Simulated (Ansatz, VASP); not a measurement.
One calculation of C, two programs

```xyz
2
Lattice="1.7717 1.7717 0.0000 -1.7717 1.7717 0.0000 0.0000 1.7717 1.7717" Properties=species:S:1:pos:R:3 pbc="T T T"
C     0.0000    1.7717    0.0000
C     0.8859    2.6576    0.8859
```

Alike in both runs: task single point; functional PBEsol; k mesh 12 × 12 × 12; no spin polarisation.

|  | VASP | Ansatz |
| --- | --- | --- |
| version | VASP 6.6.1 | Ansatz 0.2.0 |
| potentials or method | VASP PAW PBE potentials, release 64 (C), cutoff 520 eV | all-electron LAPW, scalar-relativistic |
| occupations | gaussian, width 0.01 eV | fixed |

|  | VASP | Ansatz | Ansatz less VASP |
| --- | --- | --- | --- |
| gap on the k mesh at the Fermi level (eV) | 4.08 | 4.09 | +0.006 |
| pressure (GPa) | 5.2 | 4.0 | -1.11 |

VASP's potentials were made for PBE, not for PBEsol. Ansatz ran all-electron here, and VASP with PAW potentials.
